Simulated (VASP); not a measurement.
# Bi2Te3 (R-3m) in VASP: notebook

Runs on Bi2Te3. Level: PBEsol. Tasks: electric field gradients.

Everything below comes from runs of VASP 6.6.1. Logs are shortened: lines on timing, memory, paths and dates and some standing lists are left out, and cuts for length are marked.

**1. The cell of the first run**

The structure is trigonal, space group R-3m (No. 166). The conventional cell has a = 4.371 Å, b = 4.371 Å, c = 30.395 Å, α = 90.00°, β = 90.00°, γ = 120.00°. Bi (site symmetry 3m) has 6 Te at 3.06 to 3.24 Å within 4.0 Å. Te (site symmetry -3m) has 6 Bi at 3.24 Å and 12 Te at 4.37 to 4.53 Å within 4.6 Å. Within 4.0 Å of Te (site symmetry 3m) lie 3 Bi at 3.06 Å and 3 Te at 3.63 Å.

**2. Electric field gradients, PBEsol (33.53 Å³/atom)**

INCAR reads:

```
ALGO     = Normal         # electronic algorithm
EDIFF    = 1E-8           # SCF threshold, eV
ENCUT    = 520            # plane-wave cutoff, eV
GGA      = PS             # functional
ISIF     = 2              # what is computed and relaxed
ISMEAR   = -1             # smearing method
LASPH    = T              # aspherical terms in the spheres
LCHARG   = F              # write CHGCAR
LEFG     = T            
LREAL    = F              # projectors in reciprocal space
LWAVE    = F              # write WAVECAR
NBANDS   = 32             # bands
NELM     = 60             # most SCF steps
PREC     = Accurate       # precision mode
SIGMA    = 0.08           # smearing width, eV
```

KPOINTS reads:

```
k-points
0
Gamma
  7 7 7
```

POSCAR reads:

```
Bi2Te3
1.0
    2.1856660536      1.2618948844     10.1316708497
   -2.1856660536      1.2618948844     10.1316708497
    0.0000000000     -2.5237897687     10.1316708497
Bi Te
2 3
Direct
    0.4000000000      0.4000000000      0.4000000000
    0.6000000000      0.6000000000      0.6000000000
    0.0000000000      0.0000000000      0.0000000000
    0.2095000000      0.2095000000      0.2095000000
    0.7905000000      0.7905000000      0.7905000000
```

Potentials or basis: VASP PAW PBE potentials, release 64 (Bi_d, Te).

Started as:

```sh
$ cat potpaw_PBE.64/Bi_d/POTCAR potpaw_PBE.64/Te/POTCAR > POTCAR
$ mpirun -np 1 vasp_std > vasp.out
```

OUTCAR:

```text
EDIFF = 1E-8
   ENCUT = 520
   GGA = PS
   ISIF = 2
   ISMEAR = -1
   LASPH = T
   LREAL = F
   NELM = 60
   PREC = Accurate

 ion  position               nearest neighbor table
   1  0.400  0.400  0.400-   5 3.06   5 3.06   5 3.06   3 3.24   3 3.24   3 3.24
   2  0.600  0.600  0.600-   4 3.06   4 3.06   4 3.06   3 3.24   3 3.24   3 3.24
   3  0.000  0.000  0.000-   2 3.24   1 3.24   2 3.24   2 3.24   1 3.24   1 3.24
   4  0.209  0.209  0.209-   2 3.06   2 3.06   2 3.06   5 3.63   5 3.63   5 3.63
   5  0.791  0.791  0.791-   1 3.06   1 3.06   1 3.06   4 3.63   4 3.63   4 3.63

  LATTYP: Found a trigonal (rhomboedric) cell.
 ALAT       =    10.4412771730
 COS(alpha) =     0.9123624232

  Lattice vectors:

 A1 = (   2.1856660536,   1.2618948844,  10.1316708497)
 A2 = (  -2.1856660536,   1.2618948844,  10.1316708497)
 A3 = (   0.0000000000,  -2.5237897687,  10.1316708497)

Analysis of symmetry for initial positions (statically):
=====================================================================
 Subroutine PRICEL returns:
 Original cell was already a primitive cell.

 Routine SETGRP: Setting up the symmetry group for a
 trigonal (rhombohedral) supercell.

 Subroutine GETGRP returns: Found 12 space group operations
 (whereof 12 operations were pure point group operations)
 out of a pool of 12 trial point group operations.

The static configuration has the point symmetry D_3d.

Analysis of symmetry for dynamics (positions and initial velocities):
=====================================================================
 Subroutine PRICEL returns:
 Original cell was already a primitive cell.

 Routine SETGRP: Setting up the symmetry group for a
 trigonal (rhombohedral) supercell.

 Subroutine GETGRP returns: Found 12 space group operations
 (whereof 12 operations were pure point group operations)
 out of a pool of 12 trial point group operations.

The dynamic configuration has the point symmetry D_3d.

 Subroutine INISYM returns: Found 12 space group operations
 (whereof 12 operations are pure point group operations),
 and found     1 'primitive' translations

----------------------------------------------------------------------------------------

[... 149 lines left out ...]
 cond. band min:       6.4235026069   @ k =   0.0000   0.0000   0.0000
 fundamental gap:      0.2212825791
 Fermi energy:         6.3244949515

 k-point     1 :       0.0000    0.0000    0.0000
  band No.  band energies     occupation
      1     -16.9319      2.00000
      2     -16.9319      2.00000
      3     -16.9303      2.00000
      4     -16.9303      2.00000
      5     -16.9216      2.00000
      6     -16.9201      2.00000
[... 829 lines left out ...]
     31      10.5231      0.00000
     32      10.5786      0.00000

 [... further k-points ...]

------------------------ aborting loop because EDIFF is reached ----------------------------------------

  FORCE on cell =-STRESS in cart. coord.  units (eV):
  Direction    XX          YY          ZZ          XY          YZ          ZX
  --------------------------------------------------------------------------------------
  -------------------------------------------------------------------------------------
  Total        0.0333164      0.0333164     -0.2509118      0.0000000     -0.0000000      0.0000000
  in kB        0.3183676      0.3183676     -2.3976860      0.0000000     -0.0000000      0.0000000
  external PRESSURE =      -0.5869836 kB  Pullay stress =       0.0000000 kB

 VOLUME and BASIS-vectors are now :
 -----------------------------------------------------------------------------
  energy-cutoff  :      520.00
  volume of cell :      167.66
      direct lattice vectors                 reciprocal lattice vectors
     2.185666054  1.261894884 10.131670850     0.228763218  0.132076506  0.032900134
    -2.185666054  1.261894884 10.131670850    -0.228763218  0.132076506  0.032900134
     0.000000000 -2.523789769 10.131670850     0.000000000 -0.264153011  0.032900134

 POSITION                                       TOTAL-FORCE (eV/Angst)
 -----------------------------------------------------------------------------------
      0.00000      0.00000     12.15801         0.000000      0.000000      0.009188
      0.00000      0.00000     18.23701         0.000000     -0.000000     -0.009188
      0.00000      0.00000      0.00000        -0.000000     -0.000000     -0.000000
      0.00000      0.00000      6.36776         0.000000      0.000000      0.034974
      0.00000      0.00000     24.02726         0.000000     -0.000000     -0.034974
 -----------------------------------------------------------------------------------
    total drift:                               -0.000000     -0.000000     -0.000000

  FREE ENERGIE OF THE ION-ELECTRON SYSTEM (eV)
  ---------------------------------------------------
  free  energy   TOTEN  =       -20.2963366826 eV

  energy  without entropy=      -20.2946488387  energy(sigma->0) =      -20.29549276

 Electric field gradients (V/A^2)
---------------------------------------------------------------------
 ion       V_xx      V_yy      V_zz      V_xy      V_xz      V_yz
---------------------------------------------------------------------
   1     -13.276   -13.276    26.552     0.000     0.000    -0.000
   2     -13.276   -13.276    26.552     0.000     0.000    -0.000
   3     -46.305   -46.305    92.610     0.000    -0.000    -0.000
   4      -5.559    -5.559    11.118    -0.000    -0.000    -0.000
   5      -5.559    -5.559    11.118    -0.000    -0.000    -0.000
---------------------------------------------------------------------

 Electric field gradients after diagonalization (V/A^2)
 (convention: |V_zz| > |V_xx| > |V_yy|)
----------------------------------------------------------------------
 ion       V_xx      V_yy      V_zz     asymmetry (V_yy - V_xx)/ V_zz
----------------------------------------------------------------------
   1     -13.276   -13.276    26.552       0.000
   2     -13.276   -13.276    26.552       0.000
   3     -46.305   -46.305    92.610       0.000
   4      -5.559    -5.559    11.118       0.000
   5      -5.559    -5.559    11.118       0.000
----------------------------------------------------------------------

           NMR quadrupolar parameters

 Cq : quadrupolar parameter    Cq=e*Q*V_zz/h
 eta: asymmetry parameters     (V_yy - V_xx)/ V_zz
 Q  : nuclear electric quadrupole moment in mb (millibarn)
----------------------------------------------------------------------
 ion       Cq(MHz)       eta       Q (mb)
----------------------------------------------------------------------
   1       0.064       0.000       1.000
   2       0.064       0.000       1.000
   3       0.224       0.000       1.000
   4       0.027       0.000       1.000
   5       0.027       0.000       1.000
----------------------------------------------------------------------
```

Wall time 51 min (1 thread of AMD EPYC 7R13 (Zen 3), shared host); peak memory 0.97 GiB.

Results:

```yaml
Free_energy: -20.2963 eV
Pressure: -0.1 GPa
Largest_force: 0.035 eV/Å
Band_gap_on_the_k_mesh: 0.22 eV
Largest_electric_field_gradient_by_atom: Bi +26.6; Te +92.6, +11.1 (each value once) V/Å²
```

Forces in eV/Å, atoms in the order of the input:
```
Bi   0.000  0.000  0.009
Bi   0.000  0.000 -0.009
Te   0.000  0.000  0.000
Te   0.000  0.000  0.035
Te   0.000  0.000 -0.035
```

Stress tensor (GPa, compression positive):
```
 0.03  0.00  0.00
 0.00  0.03  0.00
 0.00  0.00 -0.24
```

Electric field gradients, principal values (V/Å²):
| atom | least | middle | greatest (by size) |
| --- | --- | --- | --- |
| 1 Bi | -13.276 | -13.276 | 26.552 |
| 2 Bi | -13.276 | -13.276 | 26.552 |
| 3 Te | -46.305 | -46.305 | 92.610 |
| 4 Te | -5.559 | -5.559 | 11.118 |
| 5 Te | -5.559 | -5.559 | 11.118 |

Caveat: without QUAD_EFG the Cq values of the log hold for a quadrupole moment of 1 mb, not for the nuclei; the PAW data sets were made with another functional, which shifts forces and pressure a little; spin-orbit coupling is left out, which moves the levels of the heavy elements; an odd mesh through Γ misses points on the zone boundary, where band edges can lie.

**3. Electric field gradients, PBEsol (34.21 Å³/atom)**

This run uses another cell than the first one, of 34.21 Å³/atom.

INCAR reads:

```
ALGO = Normal ; EDIFF = 1E-8
ENCUT = 520 ; GGA = PS
ISIF = 2 ; ISMEAR = -1
LASPH = T ; LCHARG = F
LEFG = T ; LREAL = F
LWAVE = F ; NBANDS = 32
NELM = 60 ; PREC = Accurate
SIGMA = 0.08
```

KPOINTS is that of step 2.

POSCAR: that of step 2 with these lines changed.

```diff
@@ -2,5 +2,5 @@
 1.0
-    2.1856660536      1.2618948844     10.1316708497
-   -2.1856660536      1.2618948844     10.1316708497
-    0.0000000000     -2.5237897687     10.1316708497
+    2.2002863281      1.2703359038     10.1994432381
+   -2.2002863281      1.2703359038     10.1994432381
+    0.0000000000     -2.5406718076     10.1994432381
 Bi Te
```

Potentials or basis: VASP PAW PBE potentials, release 64 (Bi_d, Te).

Started as:

```sh
$ cat potpaw_PBE.64/Bi_d/POTCAR potpaw_PBE.64/Te/POTCAR > POTCAR
$ mpirun -np 1 vasp_std > vasp.out
```

OUTCAR:

```text
EDIFF = 1E-8
   ENCUT = 520
   GGA = PS
   ISIF = 2
   ISMEAR = -1
   LASPH = T
   LREAL = F
   NELM = 60
   PREC = Accurate

 ion  position               nearest neighbor table
   1  0.400  0.400  0.400-   5 3.08   5 3.08   5 3.08   3 3.26   3 3.26   3 3.26
   2  0.600  0.600  0.600-   4 3.08   4 3.08   4 3.08   3 3.26   3 3.26   3 3.26
   3  0.000  0.000  0.000-   2 3.26   1 3.26   2 3.26   2 3.26   1 3.26   1 3.26
   4  0.209  0.209  0.209-   2 3.08   2 3.08   2 3.08   5 3.65   5 3.65   5 3.65
   5  0.791  0.791  0.791-   1 3.08   1 3.08   1 3.08   4 3.65   4 3.65   4 3.65

  LATTYP: Found a trigonal (rhomboedric) cell.
 ALAT       =    10.5111205683
 COS(alpha) =     0.9123624232

  Lattice vectors:

 A1 = (   2.2002863281,   1.2703359038,  10.1994432381)
 A2 = (  -2.2002863281,   1.2703359038,  10.1994432381)
 A3 = (   0.0000000000,  -2.5406718076,  10.1994432381)

Analysis of symmetry for initial positions (statically):
=====================================================================
 Subroutine PRICEL returns:
 Original cell was already a primitive cell.

 Routine SETGRP: Setting up the symmetry group for a
 trigonal (rhombohedral) supercell.

 Subroutine GETGRP returns: Found 12 space group operations
 (whereof 12 operations were pure point group operations)
 out of a pool of 12 trial point group operations.

The static configuration has the point symmetry D_3d.

Analysis of symmetry for dynamics (positions and initial velocities):
=====================================================================
 Subroutine PRICEL returns:
 Original cell was already a primitive cell.
[... 1016 lines left out ...]
  -------------------------------------------------------------------------------------
  Total       -1.0312949     -1.0312949     -1.3893375      0.0000000      0.0000000      0.0000000
  in kB       -9.6597959     -9.6597959    -13.0134625      0.0000000      0.0000000      0.0000000
  external PRESSURE =     -10.7776847 kB  Pullay stress =       0.0000000 kB

 VOLUME and BASIS-vectors are now :
 -----------------------------------------------------------------------------
  energy-cutoff  :      520.00
  volume of cell :      171.05
      direct lattice vectors                 reciprocal lattice vectors
     2.200286328  1.270335904 10.199443238     0.227243152  0.131198895  0.032681522
    -2.200286328  1.270335904 10.199443238    -0.227243152  0.131198895  0.032681522
     0.000000000 -2.540671808 10.199443238     0.000000000 -0.262397790  0.032681522

 POSITION                                       TOTAL-FORCE (eV/Angst)
 -----------------------------------------------------------------------------------
      0.00000      0.00000     12.23933         0.000000      0.000000      0.059301
      0.00000      0.00000     18.35900         0.000000     -0.000000     -0.059301
      0.00000      0.00000      0.00000         0.000000      0.000000     -0.000000
      0.00000      0.00000      6.41035         0.000000     -0.000000      0.157197
      0.00000      0.00000     24.18798         0.000000      0.000000     -0.157197
 -----------------------------------------------------------------------------------
    total drift:                               -0.000000     -0.000000     -0.000000

  FREE ENERGIE OF THE ION-ELECTRON SYSTEM (eV)
  ---------------------------------------------------
  free  energy   TOTEN  =       -20.2848334908 eV

  energy  without entropy=      -20.2831531564  energy(sigma->0) =      -20.28399332

 Electric field gradients (V/A^2)
---------------------------------------------------------------------
 ion       V_xx      V_yy      V_zz      V_xy      V_xz      V_yz
---------------------------------------------------------------------
   1     -13.081   -13.081    26.162     0.000     0.000     0.000
   2     -13.081   -13.081    26.162     0.000     0.000     0.000
   3     -46.302   -46.302    92.605    -0.000    -0.000     0.000
   4      -5.897    -5.897    11.794    -0.000    -0.000     0.000
   5      -5.897    -5.897    11.794    -0.000    -0.000     0.000
---------------------------------------------------------------------

 Electric field gradients after diagonalization (V/A^2)
 (convention: |V_zz| > |V_xx| > |V_yy|)
----------------------------------------------------------------------
 ion       V_xx      V_yy      V_zz     asymmetry (V_yy - V_xx)/ V_zz
----------------------------------------------------------------------
   1     -13.081   -13.081    26.162       0.000
   2     -13.081   -13.081    26.162       0.000
   3     -46.302   -46.302    92.605       0.000
   4      -5.897    -5.897    11.794       0.000
   5      -5.897    -5.897    11.794       0.000
----------------------------------------------------------------------

           NMR quadrupolar parameters

 Cq : quadrupolar parameter    Cq=e*Q*V_zz/h
 eta: asymmetry parameters     (V_yy - V_xx)/ V_zz
 Q  : nuclear electric quadrupole moment in mb (millibarn)
----------------------------------------------------------------------
 ion       Cq(MHz)       eta       Q (mb)
----------------------------------------------------------------------
   1       0.063       0.000       1.000
   2       0.063       0.000       1.000
   3       0.224       0.000       1.000
   4       0.029       0.000       1.000
   5       0.029       0.000       1.000
----------------------------------------------------------------------
```

OSZICAR:

```text
N       E                     dE             d eps       ncg     rms          rms(c)
DAV:   1     0.431522972615E+03    0.43152E+03   -0.21676E+04  2816   0.144E+03
DAV:   2     0.262304223133E+02   -0.40529E+03   -0.38954E+03  2912   0.377E+02
DAV:   3    -0.185510872250E+02   -0.44782E+02   -0.42632E+02  3624   0.137E+02
DAV:   4    -0.204752853461E+02   -0.19242E+01   -0.19169E+01  3152   0.301E+01
DAV:   5    -0.205638100990E+02   -0.88525E-01   -0.88511E-01  4200   0.650E+00    0.763E+00
DAV:   6    -0.202857145870E+02    0.27810E+00   -0.34289E-01  3856   0.471E+00    0.554E+00
DAV:   7    -0.202861770733E+02   -0.46249E-03   -0.19605E-01  3576   0.199E+00    0.108E+00
DAV:   8    -0.202851664375E+02    0.10106E-02   -0.27158E-02  3160   0.953E-01    0.505E-01
DAV:   9    -0.202847162484E+02    0.45019E-03   -0.26278E-03  3480   0.362E-01    0.312E-01
DAV:  10    -0.202848282625E+02   -0.11201E-03   -0.80599E-04  3064   0.152E-01    0.549E-02
DAV:  11    -0.202848317096E+02   -0.34471E-05   -0.40816E-05  3376   0.414E-02    0.272E-02
DAV:  12    -0.202848339779E+02   -0.22682E-05   -0.17457E-05  3896   0.181E-02    0.179E-02
DAV:  13    -0.202848336304E+02    0.34742E-06   -0.15454E-06  3168   0.655E-03    0.289E-03
DAV:  14    -0.202848336406E+02   -0.10188E-07   -0.41175E-07  3056   0.300E-03    0.190E-03
DAV:  15    -0.202848335169E+02    0.12371E-06   -0.76720E-08  2696   0.169E-03    0.107E-03
DAV:  16    -0.202848334981E+02    0.18801E-07   -0.81677E-09  2096   0.747E-04    0.137E-04
DAV:  17    -0.202848334908E+02    0.72996E-08   -0.43498E-09  1568   0.422E-04
   1 F= -.20284833E+02 E0= -.20283993E+02  d E =-.168033E-02
```

Wall time 30 min (1 thread of Intel Xeon Platinum 8259CL at 2.50GHz (Skylake/Cascade Lake), shared host); peak memory 1 GiB.

Results:

```yaml
Free_energy: -20.2848 eV
Pressure: -1.1 GPa
Largest_force: 0.157 eV/Å
Band_gap_on_the_k_mesh: 0.23 eV
Largest_electric_field_gradient_by_atom: Bi +26.2; Te +92.6, +11.8 (each value once) V/Å²
```

Forces on the atoms (eV/Å):
```
Bi   0.000  0.000  0.059
Bi   0.000  0.000 -0.059
Te   0.000  0.000  0.000
Te   0.000  0.000  0.157
Te   0.000  0.000 -0.157
```

Electric field gradients, principal values (V/Å²):
```
atom    least   middle  greatest (by size)
1 Bi  -13.081  -13.081              26.162
2 Bi  -13.081  -13.081              26.162
3 Te  -46.302  -46.302              92.605
4 Te   -5.897   -5.897              11.794
5 Te   -5.897   -5.897              11.794
```

Caveat: without QUAD_EFG the Cq values of the log hold for a quadrupole moment of 1 mb, not for the nuclei; the PAW data sets were made with another functional, which shifts forces and pressure a little; spin-orbit coupling is left out, which moves the levels of the heavy elements; an odd mesh through Γ misses points on the zone boundary, where band edges can lie.

(Continued in part 2 of 2.)
